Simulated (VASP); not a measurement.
Input of a VASP 6.6.1 run:

File INCAR:

```
ALGO = Normal ; EDIFF = 1E-6
ENCUT = 520 ; GGA = PE
ISIF = 2 ; ISMEAR = 0
LASPH = True ; LCHARG = False
LREAL = False ; LWAVE = False
NBANDS = 36 ; NELM = 80
PREC = Accurate ; SIGMA = 0.05
```

File KPOINTS:

```
k-points
0
Gamma
  10 10 2
```

File POSCAR:

```
C
1.0
    1.7834000000     -1.7834000000      0.0000000000
    1.7834000000      0.0000000000     -1.7834000000
    8.0253000000      6.6877500000      6.6877500000
C
12
Direct
    0.5989500000      0.5989500000      0.2708666667
   -0.0260500000     -0.0260500000      0.1042000000
    0.2239500000      0.2239500000      0.4375333333
    0.4739500000      0.4739500000      0.7708666667
    0.8489500000      0.8489500000      0.6042000000
    0.0989500000      0.0989500000      0.9375333333
    0.5677000000      0.5677000000      0.3958666667
    0.9427000000      0.9427000000      0.2292000000
    0.1927000000      0.1927000000      0.5625333333
    0.4427000000      0.4427000000      0.8958666667
   -0.1823000000     -0.1823000000      0.7292000000
    0.3177000000      0.3177000000      0.0625333333
```

Potentials or basis: VASP PAW PBE potentials, release 64 (C).

Run with:

```sh
$ cat potpaw_PBE.64/C/POTCAR > POTCAR
$ mpirun -np 1 vasp_std > vasp.out
```

Estimate the band gap on the k mesh.

0.74 eV (least direct gap 2.15 eV).

What does it give for the largest force?

5.953 eV/Å.

Stress tensor (GPa, compression positive):
```
-26.35   2.82   2.82
  2.82  23.60  21.53
  2.82  21.53  23.60
```

Caveat: the cell stands under pressure; forces of over 1 eV/Å act on the atoms, so gaps and moduli don't describe the material at rest. A k mesh can miss the band edges.
